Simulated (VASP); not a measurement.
Input of a VASP 6.6.1 run:

The input INCAR:

```
SYSTEM = Mo
  PREC = Accurate
  ENCUT = 520
  EDIFF = 1E-6
  ISMEAR = 0
  SIGMA = 0.05
  LREAL = .False.
  LASPH = .True.
  NELM = 100
  ALGO = Normal
  ISIF = 2
  LWAVE = .False.
  LCHARG = .False.
  GGA = PE
  NBANDS = 13
```

Contents of KPOINTS:

```
Automatic mesh
0
Gamma
  10 10 10
  0 0 0
```

Contents of POSCAR:

```
Mo
1.0
    0.0000000000      1.9309422024      1.9309422024
    1.9309422024      0.0000000000      1.9309422024
    1.9309422024      1.9309422024      0.0000000000
Mo
1
Direct
    0.0000000000      0.0000000000      0.0000000000
```

Potentials or basis: VASP PAW PBE potentials, release 64 (Mo_sv).

Command:

```console
$ cat potpaw_PBE.64/Mo_sv/POTCAR > POTCAR
$ mpirun -np 1 vasp_std > vasp.out
```

Estimate the pressure.

31.9 GPa.

Predict the band gap on the k mesh.

zero (band 7 reaches 18.12 eV, above the bottom of band 8 at 12.62 eV).
